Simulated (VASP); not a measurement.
# Zr (Fm-3m) in VASP: single point with PBE

Aim: the single point of Zr with PBE.

All numbers are computed with VASP 6.6.1; they aren't measurements. Logs are shortened: lines on timing, memory, paths and dates and some standing lists are left out, and cuts for length are marked.

### 1 The cell of the first run

Symmetry: Fm-3m, No. 225, cubic system. Conventional cell: a = 4.443 Å, b = 4.443 Å, c = 4.443 Å, α = 90.00°, β = 90.00°, γ = 90.00°. Zr (site symmetry m-3m) has 12 Zr at 3.14 Å within 4.1 Å.

### 2 Single point, PBE

The input, INCAR:

```
SYSTEM = Zr
ALGO = Normal
EDIFF = 1E-6
ENCUT = 500
GGA = PE
GGA_COMPAT = .FALSE.
ISIF = 2
ISMEAR = -1
LASPH = .TRUE.
LCHARG = .FALSE.
LREAL = .FALSE.
LWAVE = .FALSE.
NBANDS = 12
NELM = 120
PREC = Accurate
SIGMA = 0.5
```

The input, KPOINTS:

```
k-points
0
G
  2 2 2
  0 0 0
```

The input, POSCAR:

```
Zr
1.0
    0.0000000000      2.2216875138      2.2216875138
    2.2216875138      0.0000000000      2.2216875138
    2.2216875138      2.2216875138      0.0000000000
Zr
1
Direct
    0.0000000000      0.0000000000      0.0000000000
```

Potentials or basis: VASP PAW PBE potentials, release 64 (Zr_sv).

The run is started by

```sh
$ cat potpaw_PBE.64/Zr_sv/POTCAR > POTCAR
$ mpirun -np 1 vasp_std > vasp.out
```

OUTCAR:

```text
SYSTEM = Zr
   EDIFF = 1E-6
   ENCUT = 500
   GGA = PE
   ISIF = 2
   ISMEAR = -1
   LASPH = .TRUE.
   LREAL = .FALSE.
   NELM = 120
   PREC = Accurate

 ion  position               nearest neighbor table
   1  0.000  0.000  0.000-

  LATTYP: Found a face centered cubic cell.
 ALAT       =     4.4433750276

  Lattice vectors:

 A1 = (   0.0000000000,   2.2216875138,   2.2216875138)
 A2 = (   2.2216875138,   0.0000000000,   2.2216875138)
 A3 = (   2.2216875138,   2.2216875138,   0.0000000000)

Analysis of symmetry for initial positions (statically):
=====================================================================
 Subroutine PRICEL returns:
 Original cell was already a primitive cell.

 Routine SETGRP: Setting up the symmetry group for a
 face centered cubic supercell.

 Subroutine GETGRP returns: Found 48 space group operations
 (whereof 48 operations were pure point group operations)
 out of a pool of 48 trial point group operations.

The static configuration has the point symmetry O_h .

Analysis of symmetry for dynamics (positions and initial velocities):
=====================================================================
 Subroutine PRICEL returns:
 Original cell was already a primitive cell.

 Routine SETGRP: Setting up the symmetry group for a
 face centered cubic supercell.

 Subroutine GETGRP returns: Found 48 space group operations
 (whereof 48 operations were pure point group operations)
 out of a pool of 48 trial point group operations.

The dynamic configuration has the point symmetry O_h .

 Subroutine INISYM returns: Found 48 space group operations
 (whereof 48 operations are pure point group operations),
 and found     1 'primitive' translations

----------------------------------------------------------------------------------------

                                     Primitive cell

  volume of cell :      21.9320

  direct lattice vectors                    reciprocal lattice vectors
     0.000000000  2.221687514  2.221687514    -0.225054152  0.225054152  0.225054152
     2.221687514  0.000000000  2.221687514     0.225054152 -0.225054152  0.225054152
     2.221687514  2.221687514  0.000000000     0.225054152  0.225054152 -0.225054152

  length of vectors
     3.141940613  3.141940613  3.141940613     0.389805226  0.389805226  0.389805226

  position of ions in fractional coordinates (direct lattice)
     0.000000000  0.000000000  0.000000000

  ion indices of the primitive-cell ions
   primitive index   ion index
                 1           1

----------------------------------------------------------------------------------------

 KPOINTS: k-points

Automatic generation of k-mesh.
 Grid dimensions read from file:
 generate k-points for:    2    2    2

 Generating k-lattice:

  Cartesian coordinates                     Fractional coordinates (reciprocal lattice)
    -0.112527076  0.112527076  0.112527076     0.500000000  0.000000000  0.000000000
     0.112527076 -0.112527076  0.112527076     0.000000000  0.500000000  0.000000000
     0.112527076  0.112527076 -0.112527076     0.000000000  0.000000000  0.500000000

  Length of vectors
     0.194902613  0.194902613  0.194902613

  Shift w.r.t. Gamma in fractional coordinates (k-lattice)
     0.000000000  0.000000000  0.000000000

 Subroutine IBZKPT returns following result:
 ===========================================

 Found      3 irreducible k-points:

 Following reciprocal coordinates:
            Coordinates               Weight
  0.000000  0.000000  0.000000      1.000000
  0.500000  0.000000  0.000000      4.000000
  0.500000  0.500000  0.000000      3.000000
   k-points           NKPTS =      3   k-points in BZ     NKDIM =      3   number of bands    NBANDS=     12
   number of dos      NEDOS =    301   number of ions     NIONS =      1
   total plane-waves  NPLWV =  13824
   dimension x,y,z NGX =    24 NGY =   24 NGZ =   24
   dimension x,y,z NGXF=    48 NGYF=   48 NGZF=   48
   ions per type =               1
   NGX,Y,Z   is equivalent  to a cutoff of  12.70, 12.70, 12.70 a.u.
   NGXF,Y,Z  is equivalent  to a cutoff of  25.40, 25.40, 25.40 a.u.
 SYSTEM =  Zr
   PREC   = accura    normal or accurate (medium, high low for compatibility)
   ISTART =      0    job   : 0-new  1-cont  2-samecut
   ICHARG =      2    charge: 1-file 2-atom 10-const
   ISPIN  =      1    spin polarized calculation?
   LNONCOLLINEAR =      F non collinear calculations
   LSORBIT =      F    spin-orbit coupling
   LASPH  =      T    aspherical Exc in radial PAW
   ENCUT  =  500.0 eV  36.75 Ry    6.06 a.u.   5.73  5.73  5.73*2*pi/ulx,y,z
   NELM   =    120;   NELMIN=  2; NELMDL= -5     # of ELM steps
   EDIFF  = 0.1E-05   stopping-criterion for ELM
   LREAL  =      F    real-space projection
   EDIFFG = 0.1E-04   stopping-criterion for IOM
   NSW    =      0    number of steps for IOM
   IBRION =     -1    ionic relax: 0-MD 1-quasi-New 2-CG
   NFREE  =      0    steps in history (QN), initial steepest desc. (CG)
   ISIF   =      2    stress and relaxation
   ISYM   =      2    0-nonsym 1-usesym 2-fastsym
   POTIM  = 0.5000    time-step for ionic-motion
   TEBEG  =    0.0;   TEEND  =   0.0 temperature during run
   PSTRESS=    0.0 pullay stress
   NELECT =      12.0000    total number of electrons
   NUPDOWN=      -1.0000    fix difference up-down
   EMIN   =  10.00;   EMAX   =-10.00  energy-range for DOS
   EFERMI =   0.00;   METHOD = LEGACY
   ISMEAR =    -1;   SIGMA  =   0.50  broadening in eV -4-tet -1-fermi 0-gaus
   EFERMI_NEDOS =   21; number of points for ismear=-14 and -15
   IALGO  =     38    algorithm
   IMIX   =      4    mixing-type and parameters
     AMIX     =   0.40;   BMIX     =  1.00
     AMIX_MAG =   1.60;   BMIX_MAG =  1.00
  volume/ion in A,a.u.               =      21.93       148.00
  Fermi-wavevector in a.u.,A,eV,Ry     =   1.338985  2.530314 24.393613  1.792880
  Thomas-Fermi vector in A             =   2.467412
   LORBIT       =      0    0 simple, 1 ext, 2 COOP (PROOUT), +10 PAW based schemes
   GGA     = PE    functional components
   LHFCALC =     F    Hartree Fock is set to
   AEXX    =    0.0000 exact exchange contribution
   IVDW    =     0    specifies the selected vdW correction
   LEPSILON=     F    determine dielectric tensor
   LRPA    =     F    only Hartree local field effects (RPA)
 non-spin polarized calculation
  energy-cutoff  :      500.00
  volume of cell :       21.93
 maximum number of plane-waves:       568
 NGX is ok and might be reduce to    24
   NGX = 11   NGY = 11   NGZ = 11

 number of electron      12.0000000 magnetization

 Free energy of the ion-electron system (eV)
  ---------------------------------------------------
  ext. energy  EPLUGINS =         0.00000000
  ---------------------------------------------------
  free energy    TOTEN  =       -10.20862612 eV

  energy without entropy =       -9.01649892  energy(sigma->0) =       -9.61256252

 E-fermi :  10.3043     XC(G=0): -11.2952

 val. band max:        7.3110251915   @ k =   0.5000   0.5000   0.0000
 cond. band min:      10.5034732610   @ k =   0.5000   0.0000   0.0000
 fundamental gap:      3.1924480695
 Fermi energy:        10.3043309519

 k-point     1 :       0.0000    0.0000    0.0000
  band No.  band energies     occupation
      1     -38.6958      2.00000
      2     -16.1408      2.00000
      3     -16.1408      2.00000
      4     -16.1408      2.00000
      5       3.9544      1.99999
      6      10.7282      0.59981
      7      10.7282      0.59981
      8      10.7282      0.59981
      9      13.3507      0.00451
     10      13.3507      0.00451
     11      20.2689      0.00000
     12      24.5872      0.00000

 k-point     2 :       0.5000    0.0000    0.0000
  band No.  band energies     occupation
      1     -38.5122      2.00000
      2     -17.3275      2.00000
      3     -16.2920      2.00000
      4     -16.2920      2.00000
      5       6.5812      1.99883
      6      10.5035      0.80345
      7      10.5035      0.80345
      8      10.9381      0.43938
      9      15.3277      0.00009
     10      15.3277      0.00009
     11      19.9860      0.00000
     12      20.0427      0.00000

 k-point     3 :       0.5000    0.5000    0.0000
  band No.  band energies     occupation
      1     -38.4524      2.00000
      2     -17.2446      2.00000
      3     -16.5585      2.00000
      4     -16.5585      2.00000
      5       6.4025      1.99918
      6       7.3110      1.99499
      7      12.9956      0.00915
      8      15.3227      0.00009
      9      15.9067      0.00003
     10      15.9067      0.00003
     11      19.8644      0.00000
     12      19.8644      0.00000

------------------------ aborting loop because EDIFF is reached ----------------------------------------

  FORCE on cell =-STRESS in cart. coord.  units (eV):
  Direction    XX          YY          ZZ          XY          YZ          ZX
  --------------------------------------------------------------------------------------
  -------------------------------------------------------------------------------------
  Total       -1.9337300     -1.9337300     -1.9337300      0.0000000     -0.0000000      0.0000000
  in kB     -141.2627008   -141.2627008   -141.2627008      0.0000000     -0.0000000      0.0000000
  external PRESSURE =    -141.2627008 kB  Pullay stress =       0.0000000 kB

 VOLUME and BASIS-vectors are now :
 -----------------------------------------------------------------------------
  energy-cutoff  :      500.00
  volume of cell :       21.93
      direct lattice vectors                 reciprocal lattice vectors
     0.000000000  2.221687514  2.221687514    -0.225054152  0.225054152  0.225054152
     2.221687514  0.000000000  2.221687514     0.225054152 -0.225054152  0.225054152
     2.221687514  2.221687514  0.000000000     0.225054152  0.225054152 -0.225054152

 POSITION                                       TOTAL-FORCE (eV/Angst)
 -----------------------------------------------------------------------------------
      0.00000      0.00000      0.00000         0.000000      0.000000      0.000000
 -----------------------------------------------------------------------------------
    total drift:                               -0.000000     -0.000000     -0.000000

  FREE ENERGIE OF THE ION-ELECTRON SYSTEM (eV)
  ---------------------------------------------------
  free  energy   TOTEN  =       -10.2086261196 eV

  energy  without entropy=       -9.0164989197  energy(sigma->0) =       -9.61256252
```

It took 5.4 s on 1 thread of AMD EPYC 7R13, shared host; peak memory 0.1 GiB.

What came out:

| Item | Value |
| --- | --- |
| Free energy | -10.2086 eV |
| Pressure | -14.1 GPa |
| Band gap on the k mesh | zero (band 6 reaches 10.73 eV, above the bottom of band 7 at 10.50 eV) |

Caveat: the k points lie up to 1.22 Å⁻¹ apart.
